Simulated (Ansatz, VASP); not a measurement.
## One calculation of Hg, two programs

File INCAR:

```
SYSTEM = Hg
  ALGO = Fast
  EDIFF = 1E-6
  ENCUT = 520
  GGA = PE
  ISIF = 2
  ISMEAR = 0
  IVDW = 12
  LASPH = .TRUE.
  LCHARG = .FALSE.
  LREAL = .FALSE.
  LWAVE = .FALSE.
  NBANDS = 32
  NELM = 100
  PREC = Accurate
  SIGMA = 0.1
```

Contents of KPOINTS:

```
k-points
0
G
  12 12 12
  0 0 0
```

File POSCAR:

```
Hg
1.0
   -2.6305010607      2.6305010607      3.6865552921
    2.6305010607     -2.6305010607      3.6865552921
    2.6305010607      2.6305010607     -3.6865552921
Hg
4
Direct
    0.8750000000      0.3750000000      1.0000000000
    0.3750000000      0.8750000000      0.0000000000
    0.6250000000      0.6250000000      0.5000000000
    0.1250000000      0.1250000000      0.5000000000
```

Input for Ansatz:

```yaml
crystal:
  lattice:
    - [-2.6305010607, 2.6305010607, 3.6865552921]
    - [2.6305010607, -2.6305010607, 3.6865552921]
    - [2.6305010607, 2.6305010607, -3.6865552921]
  atoms:
    - { symbol: Hg, position: [0.875, 0.375, 1.0] }
    - { symbol: Hg, position: [0.375, 0.875, 0.0] }
    - { symbol: Hg, position: [0.625, 0.625, 0.5] }
    - { symbol: Hg, position: [0.125, 0.125, 0.5] }
basis:
  ecutwfc: 420
kpoints:
  mp_grid: { grid: [12, 12, 12] }
  band_path:
    path:
      - [[0.0, 0.0, 0.0], [-0.5, 0.5, 0.5], [-1.0, 1.0, 0.0], [0.0, 0.0, 0.0], [0.99102607, 0.99102607, -0.99102607]]
      - [[-0.99102607, 1.00897393, -0.00897393], [-1.0, 1.0, 0.0]]
      - [[-0.5, 0.5, 0.5], [0.0, 1.0, 0.0], [0.0, 1.0, -0.5], [0.0, 0.0, 0.0]]
    npoints: 14
hamiltonian:
  xc: pbe
  dispersion: d3bj
scf:
  occupations: { method: gaussian, width: 0.1 }
  n_extra_bands: 10
output:
  forces: true
  stress: true
  eigenvalues: true
  populations: true
  dos: { projected: true, de: 0.02, nscf_kmesh: { grid: [18, 18, 18] } }
  bader: true
  write_density: true
  write_potential: true
  elf: true
  volumetric_format: npy
```

Alike in both runs: task single point; functional PBE; dispersion D3(BJ); k mesh 12 × 12 × 12; occupations gaussian, width 0.1 eV; no spin polarisation.

```csv
,VASP,Ansatz
version,VASP 6.6.1,Ansatz 0.2.0
potentials or method,"VASP PAW PBE potentials, release 64 (Hg), cutoff 520 eV","scalar-relativistic, plane waves, PAW"
valence electrons in the cell,48,80
```

|  | VASP | Ansatz | Ansatz less VASP |
| --- | --- | --- | --- |
| gap on the k mesh at the Fermi level (eV) | none | none | - |
| pressure (GPa) | 0.2 | 0.0 | -0.23 |

A gap of «none» marks a metal or a gap that the smearing closes. VASP's potentials hold 48 valence electrons a cell and Ansatz's 80, so a difference there can come from the potentials and not from the codes.

Neither program's run includes spin-orbit coupling.
